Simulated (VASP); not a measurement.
The system is CdS.

```
Cd S
1.0
    -0.13845    2.70040    2.70040
     2.70040   -0.13845    2.70040
     2.70040    2.70040   -0.13845
Cd S
1 1
Direct
  0.00000 0.00000 0.00000
  0.50000 0.50000 0.50000
```

This cell differs from its parent crystal: epitaxial 111 strain +4.1%.

Base run:

* Program: VASP 6.6.1
* Functional: r2SCAN
* Potentials or basis: VASP PAW PBE potentials, release 64 (Cd, S)
* Cutoff: 520 eV
* k mesh: 8 × 8 × 8
* Occupations: fermi-dirac, width 0.02 eV
* Spin: no spin polarisation

Its results: band gap on the k mesh 0.58 eV, indirect (least direct gap 1.60 eV); pressure -3.0 GPa.

**Question.** The run is repeated on the same cell with these changes: functional from r2SCAN to PBE. What comes out?

**Answer.** Band gap on the k mesh 0.12 eV, indirect (least direct gap 1.01 eV); pressure -1.2 GPa.

r2SCAN gives the wider gap, since meta-GGAs in the generalised Kohn-Sham scheme recover part of the derivative discontinuity.

Caveats: the PAW data sets were made with another functional, which shifts forces and pressure a little (some runs).

A k mesh can miss the band edges.
